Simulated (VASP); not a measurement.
Hg, 1 atom in the cell. The structure is trigonal, space group R-3m (No. 166). Conventional cell: a = 3.539 Å, b = 3.539 Å, c = 7.177 Å, α = 90.00°, β = 90.00°, γ = 120.00°. Within 4.1 Å of Hg (site symmetry -3m) lie 12 Hg at 3.15 to 3.54 Å.  This cell differs from its parent crystal: strained.

```yaml
Program: VASP 6.6.1
Task: single point
Functional: PBE
Potentials_or_basis: VASP PAW PBE potentials, release 64 (Hg)
Cutoff: 520 eV
k_mesh: 12 × 12 × 12
Occupations: gaussian, width 0.05 eV
Spin: no spin polarisation
Dipole_correction: no
Further_INCAR_settings: ALGO = Fast; EDIFF = 1e-06; NBANDS = 12
```

Potentials or basis: VASP PAW PBE potentials, release 64 (Hg).

Command:

```sh
$ cat potpaw_PBE.64/Hg/POTCAR > POTCAR
$ mpirun -np 1 vasp_std > vasp.out
```

Hardware: 1 thread of Intel(R) Xeon(R) Platinum 8559C (Emerald Rapids), with other jobs on the host.

Question: How long does it take, and how much memory?

Answer: Wall time 33 s on 1 thread of Intel(R) Xeon(R) Platinum 8559C (Emerald Rapids), with other jobs on the host, peak memory 0.19 GiB. Counts: scf iterations 11, k points 189.
